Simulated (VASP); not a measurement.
A run of VASP 6.6.1:

Contents of INCAR:

```
  PREC = Accurate
  ENCUT = 520
  EDIFF = 1E-6
  ISMEAR = -1
  SIGMA = 0.05
  LREAL = F
  LASPH = T
  NELM = 150
  ALGO = Normal
  ISIF = 2
  LWAVE = F
  LCHARG = F
  ISPIN = 2
  MAGMOM = 0.672
  LORBIT = 11
  LMAXMIX = 4
  GGA = PE
  NBANDS = 15
```

KPOINTS

```
Automatic mesh
0
Gamma
  15 15 15
```

The input POSCAR:

```
Ni
1.0
    0.0000000000      1.7596893266      1.7596893266
    1.7596893266      0.0000000000      1.7596893266
    1.7596893266      1.7596893266      0.0000000000
Ni
1
Direct
    0.0000000000      0.0000000000      0.0000000000
```

Potentials or basis: VASP PAW PBE potentials, release 64 (Ni).

Command:

```console
$ cat potpaw_PBE.64/Ni/POTCAR > POTCAR
$ mpirun -np 1 vasp_std > vasp.out
```

Hardware: 1 thread of AMD EPYC 7R13, with other jobs on the host.

**Question.** Estimate the wall time of this run.

**Answer.** Run time: 69 s on 1 thread of AMD EPYC 7R13, on a shared host, peak memory 0.15 GiB. Counts: scf iterations 13, k points 120.
